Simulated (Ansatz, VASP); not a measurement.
As in VASP and in Ansatz

```
As
1.0
     1.88521   -1.08843    3.32814
     0.00000    2.17686    3.32814
    -1.88521   -1.08843    3.32814
As
2
Cartesian
  0.0000 0.0000 2.3093
  0.0000 0.0000 -2.3093
```

Change from the starting cell: volume scaled by 0.9, PAW files.

Alike in both runs: task single point; functional PBE; k mesh 14 × 14 × 14; occupations fermi-dirac, width 0.1 eV; no spin polarisation.

|  | VASP | Ansatz |
| --- | --- | --- |
| version | VASP 6.6.1 | Ansatz 0.2.0 |
| potentials or method | VASP PAW PBE potentials, release 64 (As_d) | PAW with Ansatz's default frozen-core files, scalar-relativistic |
| plane-wave cutoff (eV) | 600 | 420 |
| valence electrons in the cell | 30 | 30 |

```csv
,VASP,Ansatz,Ansatz less VASP
pressure (GPa),4.6,4.5,-0.08
rms of the force components (eV/Å),0.005,0.001,-0.0032
```

Atom by atom the forces differ by 0.006 eV/Å (rms over components).
